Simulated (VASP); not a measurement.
# Al (Cm) in VASP: a series of runs

Al is run at these levels: PBE+D3(BJ); tasks: single point.

Everything below comes from runs of VASP 6.6.1. Logs are shortened: lines on timing, memory, paths and dates and some standing lists are left out, and cuts for length are marked.

### 1 The cell of the first run

The structure is monoclinic, space group Cm (No. 8). Conventional cell: a = 4.875 Å, b = 2.814 Å, c = 9.241 Å, α = 90.00°, β = 90.00°, γ = 90.00°. Within 2.6 Å of Al (site symmetry m) lie 3 Al at 1.93 to 2.54 Å. Within 2.6 Å of Al (site symmetry m) lie 3 Al at 1.93 to 2.54 Å. Within 3.7 Å of Al (site symmetry m) lie 12 Al at 2.81 to 3.60 Å. Al (site symmetry m) has 12 Al at 2.81 to 2.82 Å within 3.7 Å.

### 2 Single point, PBE+D3(BJ) (atom 2 (Al) moved by -0.560 Å along [1 2 0] and -0.700 Å along [0 0 1])

The input, INCAR:

```
SYSTEM = Al
PREC = Accurate ; ENCUT = 520
EDIFF = 1E-7 ; ISMEAR = 0
SIGMA = 0.15 ; LREAL = .FALSE.
LASPH = .TRUE. ; NELM = 100
ALGO = Fast ; ISIF = 2
LWAVE = .FALSE. ; LCHARG = .FALSE.
GGA = PE ; IVDW = 12
NBANDS = 14
```

The input, KPOINTS:

```
Automatic mesh
0
G
  18 18 4
  0 0 0
```

The input, POSCAR:

```
Al
1.0
    2.8144222650      0.0000000000      0.0000000000
   -1.4072111325      2.4373611785      0.0000000000
    0.0000000000      0.0000000000      9.2410470710
Al
4
Direct
    0.0000000000      0.0000000000      0.0000000000
    0.2184549959      0.4369099917      0.1742510081
    0.0000000000      0.0000000000      0.5000000000
    0.6666666667      0.3333333333      0.7500000000
```

Potentials or basis: VASP PAW PBE potentials, release 64 (Al).

Run with:

```
cat potpaw_PBE.64/Al/POTCAR > POTCAR
mpirun -np 1 vasp_std > vasp.out
```

OUTCAR:

```text
SYSTEM = Al
   PREC = Accurate
   ENCUT = 520
   EDIFF = 1E-7
   ISMEAR = 0
   LREAL = .FALSE.
   LASPH = .TRUE.
   NELM = 100
   ISIF = 2
   GGA = PE
   IVDW = 12
 IVDW          = 12

 ion  position               nearest neighbor table
   1  0.000  0.000  0.000-   2 1.93   2 2.54   2 2.54   4 2.82   4 2.82   4 2.82
   2  0.218  0.437  0.174-   1 1.93   1 2.54   1 2.54   3 3.19
   3  0.000  0.000  0.500-   4 2.82   4 2.82   4 2.82   2 3.19
   4  0.667  0.333  0.750-   1 2.82   3 2.82   1 2.82   3 2.82   1 2.82   3 2.82

  LATTYP: Found a hexagonal cell.
 ALAT       =     2.8144222650
 C/A-ratio  =     3.2834614713

  Lattice vectors:

 A1 = (   2.8144222650,   0.0000000000,   0.0000000000)
 A2 = (  -1.4072111325,   2.4373611785,   0.0000000000)
 A3 = (   0.0000000000,   0.0000000000,   9.2410470710)

Analysis of symmetry for initial positions (statically):
=====================================================================
 Subroutine PRICEL returns:
 Original cell was already a primitive cell.

 Routine SETGRP: Setting up the symmetry group for a
 hexagonal supercell.

 Subroutine GETGRP returns: Found  2 space group operations
 (whereof  2 operations were pure point group operations)
 out of a pool of 24 trial point group operations.

The static configuration has the point symmetry C_1h.

Analysis of symmetry for dynamics (positions and initial velocities):
=====================================================================
 Subroutine PRICEL returns:
 Original cell was already a primitive cell.

 Routine SETGRP: Setting up the symmetry group for a
 hexagonal supercell.

 Subroutine GETGRP returns: Found  2 space group operations
 (whereof  2 operations were pure point group operations)
 out of a pool of 24 trial point group operations.

The dynamic configuration has the point symmetry C_1h.

 Subroutine INISYM returns: Found  2 space group operations
 (whereof  2 operations are pure point group operations),
 and found     1 'primitive' translations

----------------------------------------------------------------------------------------

                                     Primitive cell

  volume of cell :      63.3914

  direct lattice vectors                    reciprocal lattice vectors
     2.814422265  0.000000000  0.000000000     0.355312709  0.205139888  0.000000000
    -1.407211133  2.437361178  0.000000000     0.000000000  0.410279777  0.000000000
     0.000000000  0.000000000  9.241047071     0.000000000  0.000000000  0.108212846

  length of vectors
     2.814422265  2.814422265  9.241047071     0.410279777  0.410279777  0.108212846

  position of ions in fractional coordinates (direct lattice)
     0.000000000  0.000000000  0.000000000
     0.218454996  0.436909992  0.174251008
     0.000000000  0.000000000  0.500000000
     0.666666667  0.333333333  0.750000000

  ion indices of the primitive-cell ions
   primitive index   ion index
                 1           1
                 2           2
                 3           3
                 4           4

----------------------------------------------------------------------------------------

 KPOINTS: Automatic mesh

Automatic generation of k-mesh.
 Grid dimensions read from file:
 generate k-points for:   18   18    4

 Generating k-lattice:

  Cartesian coordinates                     Fractional coordinates (reciprocal lattice)
     0.019739595  0.011396660  0.000000000     0.055555556  0.000000000  0.000000000
     0.000000000  0.022793321  0.000000000     0.000000000  0.055555556  0.000000000
     0.000000000  0.000000000  0.027053211     0.000000000  0.000000000  0.250000000

  Length of vectors
     0.022793321  0.022793321  0.027053211

  Shift w.r.t. Gamma in fractional coordinates (k-lattice)
     0.000000000  0.000000000  0.000000000

 Subroutine IBZKPT returns following result:
 ===========================================

 Found    353 irreducible k-points:

 Following reciprocal coordinates:
            Coordinates               Weight
  0.000000  0.000000  0.000000      1.000000
  0.055556  0.000000  0.000000      4.000000
  0.000000  0.055556  0.000000      2.000000
  0.111111  0.000000  0.000000      4.000000
  0.000000  0.111111  0.000000      2.000000
  0.166667 -0.000000  0.000000      4.000000
[... 16 lines left out ...]
 -0.055556  0.166667  0.000000      4.000000
 -0.166667  0.111111  0.000000      4.000000
 [... further k-points ...]
   k-points           NKPTS =    353   k-points in BZ     NKDIM =    353   number of bands    NBANDS=     14
   number of dos      NEDOS =    301   number of ions     NIONS =      4
   total plane-waves  NPLWV =  40320
   dimension x,y,z NGX =    24 NGY =   24 NGZ =   70
   dimension x,y,z NGXF=    48 NGYF=   48 NGZF=  140
   ions per type =               4
   NGX,Y,Z   is equivalent  to a cutoff of  14.18, 14.18, 12.59 a.u.
   NGXF,Y,Z  is equivalent  to a cutoff of  28.35, 28.35, 25.19 a.u.
 SYSTEM =  Al
   PREC   = accura    normal or accurate (medium, high low for compatibility)
   ISTART =      0    job   : 0-new  1-cont  2-samecut
   ICHARG =      2    charge: 1-file 2-atom 10-const
   ISPIN  =      1    spin polarized calculation?
   LNONCOLLINEAR =      F non collinear calculations
   LSORBIT =      F    spin-orbit coupling
   LASPH  =      T    aspherical Exc in radial PAW
   ENCUT  =  520.0 eV  38.22 Ry    6.18 a.u.   5.23  5.23 17.18*2*pi/ulx,y,z
   NELM   =    100;   NELMIN=  2; NELMDL= -5     # of ELM steps
   EDIFF  = 0.1E-06   stopping-criterion for ELM
   LREAL  =      F    real-space projection
   EDIFFG = 0.1E-05   stopping-criterion for IOM
   NSW    =      0    number of steps for IOM
   IBRION =     -1    ionic relax: 0-MD 1-quasi-New 2-CG
   NFREE  =      0    steps in history (QN), initial steepest desc. (CG)
   ISIF   =      2    stress and relaxation
   ISYM   =      2    0-nonsym 1-usesym 2-fastsym
   POTIM  = 0.5000    time-step for ionic-motion
   TEBEG  =    0.0;   TEEND  =   0.0 temperature during run
   PSTRESS=    0.0 pullay stress
   NELECT =      12.0000    total number of electrons
   NUPDOWN=      -1.0000    fix difference up-down
   EMIN   =  10.00;   EMAX   =-10.00  energy-range for DOS
   EFERMI =   0.00;   METHOD = LEGACY
   ISMEAR =     0;   SIGMA  =   0.15  broadening in eV -4-tet -1-fermi 0-gaus
   EFERMI_NEDOS =   21; number of points for ismear=-14 and -15
   IALGO  =     68    algorithm
   IMIX   =      4    mixing-type and parameters
     AMIX     =   0.40;   BMIX     =  1.00
     AMIX_MAG =   1.60;   BMIX_MAG =  1.00
  volume/ion in A,a.u.               =      15.85       106.95
  Fermi-wavevector in a.u.,A,eV,Ry     =   0.939994  1.776331 12.021957  0.883589
  Thomas-Fermi vector in A             =   2.067362
   LORBIT       =      0    0 simple, 1 ext, 2 COOP (PROOUT), +10 PAW based schemes
   GGA     = PE    functional components
   LHFCALC =     F    Hartree Fock is set to
   AEXX    =    0.0000 exact exchange contribution
   IVDW    =    12    specifies the selected vdW correction
   LEPSILON=     F    determine dielectric tensor
   LRPA    =     F    only Hartree local field effects (RPA)
 non-spin polarized calculation
 RMM-DIIS sequential band-by-band and
 Gauss-broadening in eV      SIGMA  =   0.15
  energy-cutoff  :      520.00
  volume of cell :       63.39
 maximum number of plane-waves:      1724
 NGX is ok and might be reduce to    24
   NGX = 11   NGY = 11   NGZ = 35

 number of electron      12.0000000 magnetization

 Free energy of the ion-electron system (eV)
  ---------------------------------------------------
  ext. energy  EPLUGINS =         0.00000000
  ---------------------------------------------------
  free energy    TOTEN  =       -11.85315500 eV

  energy without entropy =      -11.83560676  energy(sigma->0) =      -11.84438088

 E-fermi :   8.2951     XC(G=0): -10.2589

 val. band max:        8.2882417629   @ k =  -0.0556   0.4444   0.0000
 cond. band min:       8.2978009074   @ k =  -0.2778  -0.3889   0.5000
 fundamental gap:      0.0095591445
 Fermi energy:         8.2951263585

 k-point     1 :       0.0000    0.0000    0.0000
  band No.  band energies     occupation
      1      -3.7424      2.00000
      2      -1.9531      2.00000
      3      -0.4348      2.00000
      4       3.8100      2.00000
      5       4.0675      2.00000
      6      11.4968      0.00000
      7      12.1354      0.00000
      8      17.8909      0.00000
      9      17.9008      0.00000
     10      18.2886      0.00000
     11      18.9008      0.00000
     12      19.7592      0.00000
     13      19.9960      0.00000
     14      20.5040      0.00000

 k-point     2 :       0.0556    0.0000    0.0000
  band No.  band energies     occupation
      1      -3.6664      2.00000
      2      -1.8771      2.00000
      3      -0.3591      2.00000
      4       3.8838      2.00000
      5       4.1388      2.00000
      6      11.5549      0.00000
      7      12.1837      0.00000
      8      16.4407      0.00000
      9      17.3901      0.00000
     10      18.0936      0.00000
     11      18.5413      0.00000
     12      19.1456      0.00000
     13      19.4870      0.00000
     14      19.9486      0.00000
[... 343 lines left out ...]
      1      -3.2113      2.00000
      2      -1.4225      2.00000
      3       0.0940      2.00000
      4       4.3192      2.00000
      5       4.5655      2.00000
      6      11.8612      0.00000
      7      12.2203      0.00000
      8      14.0008      0.00000
      9      14.7046      0.00000
     10      15.5842      0.00000
     11      16.5209      0.00000
     12      17.1091      0.00000
     13      18.1601      0.00000
     14      18.5957      0.00000

 k-point    24 :      -0.1667    0.1111    0.0000
  band No.  band energies     occupation
      1      -3.2111      2.00000
      2      -1.4223      2.00000
      3       0.0941      2.00000
      4       4.3246      2.00000
      5       4.5663      2.00000
      6      11.8254      0.00000
      7      12.3736      0.00000
      8      13.7146      0.00000
      9      14.7489      0.00000
     10      15.5040      0.00000
     11      16.4500      0.00000
     12      17.2109      0.00000
     13      18.0531      0.00000
     14      18.7519      0.00000

 [... further k-points ...]

------------------------ aborting loop because EDIFF is reached ----------------------------------------

 Edisp (eV)   -1.40865

 E8    (eV) :    -0.6311

  FORCE on cell =-STRESS in cart. coord.  units (eV):
  Direction    XX          YY          ZZ          XY          YZ          ZX
  --------------------------------------------------------------------------------------
  -------------------------------------------------------------------------------------
  Total       0.92060     5.91520    13.44973     0.00000     7.64522     0.00000
  in kB      23.26767   149.50289   339.93346     0.00000   193.22807     0.00000
  external pressure =      170.90 kB  Pullay stress =        0.00 kB

 VOLUME and BASIS-vectors are now :
 -----------------------------------------------------------------------------
  energy-cutoff  :      520.00
  volume of cell :       63.39
      direct lattice vectors                 reciprocal lattice vectors
     2.814422265  0.000000000  0.000000000     0.355312709  0.205139888  0.000000000
    -1.407211133  2.437361178  0.000000000     0.000000000  0.410279777  0.000000000
     0.000000000  0.000000000  9.241047071     0.000000000  0.000000000  0.108212846

 POSITION                                       TOTAL-FORCE (eV/Angst)
 -----------------------------------------------------------------------------------
      0.00000      0.00000      0.00000         0.000000     -4.776314     -9.259442
      0.00000      1.06491      1.61026         0.000000      4.803874      9.902720
      0.00000      0.00000      4.62052         0.000000     -0.009835     -0.657623
      1.40721      0.81245      6.93079        -0.000000     -0.017724      0.014344
 -----------------------------------------------------------------------------------
    total drift:                               -0.000000      0.000013      0.000031

  FREE ENERGIE OF THE ION-ELECTRON SYSTEM (eV)
  ---------------------------------------------------
  free  energy   TOTEN  =       -13.2618069238 eV

  energy  without entropy=      -13.2442586878  energy(sigma->0) =      -13.25303281
```

Wall time 3.6 min (1 thread of Intel Xeon Platinum 8488C (Sapphire Rapids), shared host); peak memory 0.36 GiB.

What came out:

```
Free energy                : -13.2618 eV
Pressure                   : 17.1 GPa
Largest force              : 11.006 eV/Å
Band gap on the k mesh     : zero (bands 6 and 7 overlap by 4.86 eV)
Dispersion energy per atom : -0.352 eV
```

Forces on the atoms (eV/Å):
```
Al   0.000 -4.776 -9.259
Al   0.000  4.804  9.903
Al   0.000 -0.010 -0.658
Al   0.000 -0.018  0.014
```

Stress tensor (GPa, compression positive):
```
 2.33  0.00  0.00
 0.00 14.95 19.32
 0.00 19.32 33.99
```

Caveat: the cell differs from its parent crystal (atom 2 (Al) moved by -0.560 Å along [1 2 0] and -0.700 Å along [0 0 1]); the stress differs along the axes, from 2 to 34 GPa; forces of over 1 eV/Å act on the atoms, so gaps and moduli don't describe the material at rest.

(Part 1 of 2 ends here.)
